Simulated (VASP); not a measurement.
Wanted: the native input for a VASP 6.6.1 run.

| Property | Result |
| --- | --- |
| Task | single point |
| Functional | r2SCAN0 |
| Potentials or basis | VASP PAW PBE potentials, release 64 (Pb_d, Te) |
| Cutoff | 520 eV |
| k mesh | 4 × 4 × 4 |
| Occupations | fermi-dirac, width 0.05 eV |
| Spin | no spin polarisation |
| Dipole correction | no |
| Grid for exact exchange (PRECFOCK) | Normal |
| Further INCAR settings | ALGO = Normal; EDIFF = 1e-06; NBANDS = 17 |
| Share of exact exchange | 0.25 |

The system is TePb.

```
Pb Te
1.0
     4.00229    0.00000    0.00000
     0.00000    4.00229    0.00000
     0.00000    0.00000    4.00229
Pb Te
1 1
Direct
  0.00000 0.00000 0.00000
  0.50000 0.50000 0.50000
```

These files were run (other wordings do the same):

POSCAR

```
TePb
1.0
    4.0022870000      0.0000000000      0.0000000000
    0.0000000000      4.0022870000      0.0000000000
    0.0000000000      0.0000000000      4.0022870000
Pb Te
1 1
Direct
    0.0000000000      0.0000000000      0.0000000000
    0.5000000000      0.5000000000      0.5000000000
```

INCAR.step1

```
ALGO     = Normal         # electronic algorithm
EDIFF    = 1E-5           # SCF threshold, eV
ENCUT    = 520            # plane-wave cutoff, eV
GGA      = PE             # functional
ISIF     = 2              # what is computed and relaxed
ISMEAR   = -1             # smearing method
LASPH    = T              # aspherical terms in the spheres
LCHARG   = F              # write CHGCAR
LREAL    = F              # projectors in reciprocal space
LWAVE    = T              # write WAVECAR
NBANDS   = 17             # bands
NELM     = 80             # most SCF steps
PREC     = Accurate       # precision mode
SIGMA    = 0.05           # smearing width, eV
```

INCAR.step2

```
AEXX     = 0.25           # exact-exchange fraction
ALGO     = Normal         # electronic algorithm
EDIFF    = 1E-6           # SCF threshold, eV
ENCUT    = 520            # plane-wave cutoff, eV
ISIF     = 2              # what is computed and relaxed
ISMEAR   = -1             # smearing method
ISTART   = 1            
LASPH    = T              # aspherical terms in the spheres
LCHARG   = F              # write CHGCAR
LHFCALC  = T              # exact exchange
LMIXTAU  = T            
LREAL    = F              # projectors in reciprocal space
LWAVE    = F              # write WAVECAR
METAGGA  = R2SCAN         # meta-GGA
NBANDS   = 17             # bands
NELM     = 80             # most SCF steps
PREC     = Accurate       # precision mode
PRECFOCK = Normal       
SIGMA    = 0.05           # smearing width, eV
```

KPOINTS

```
k-points
0
Gamma
  4 4 4
```

Potentials or basis: VASP PAW PBE potentials, release 64 (Pb_d, Te).

Launch:

```sh
$ cat potpaw_PBE.64/Pb_d/POTCAR potpaw_PBE.64/Te/POTCAR > POTCAR
$ cp INCAR.step1 INCAR
$ mpirun -np 1 vasp_std > vasp.out
$ cp INCAR.step2 INCAR
$ mpirun -np 1 vasp_std > vasp.out
```

Results of the run:

```json
{
  "Pressure": "-0.7 GPa",
  "Band gap on the k mesh": "zero (bands 10 and 11 overlap by 1.52 eV)"
}
```

Caveat: the k points lie up to 0.39 Å⁻¹ apart, too coarse for converged energies and pressures of a metal; the PAW data sets were made with another functional, which shifts forces and pressure a little; spin-orbit coupling is left out, which moves the levels of the heavy elements.

It took 12 min on 1 thread of Intel(R) Xeon(R) Platinum 8259CL CPU @ 2.50GHz (Skylake/Cascade Lake), with other jobs on the host, peak memory 0.19 GiB.
